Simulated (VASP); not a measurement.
Crystal: BaZrO3.

```
Ba Zr O
1.0
     4.27354    0.00000    0.00000
     0.00000    4.27354    0.00000
     0.00000    0.00000    4.27354
Ba Zr O
1 1 3
Direct
  0.00000 0.00000 0.00000
  0.50000 0.50000 0.50000
  0.50000 0.50000 0.00000
  0.50000 0.00000 0.50000
  0.00000 0.50000 0.50000
```

Base run:

| Quantity | Value |
| --- | --- |
| Program | VASP 6.6.1 |
| Functional | r2SCAN |
| Potentials or basis | VASP PAW PBE potentials, release 64 (Ba_sv, Zr_sv, O) |
| Cutoff | 520 eV |
| k mesh | 6 × 6 × 6 |
| Occupations | fermi-dirac, width 0.05 eV |
| Spin | no spin polarisation |

Its results: band gap on the k mesh 3.55 eV, indirect (least direct gap 3.85 eV); pressure -6.3 GPa.

Q: The run is repeated on the same cell with these changes: functional from r2SCAN to LDA; potentials or basis from VASP PAW PBE potentials, release 64 (Ba_sv, Zr_sv, O) to VASP PAW LDA potentials, release 64 (Ba_sv, Zr_sv, O). What comes out?

A: Band gap on the k mesh 2.95 eV, indirect (least direct gap 3.22 eV); pressure -11.9 GPa.

Caveats: spin-orbit coupling is left out, which moves the levels of the heavy elements; the PAW data sets were made with another functional, which shifts forces and pressure a little (some runs).

A k mesh can miss the band edges.
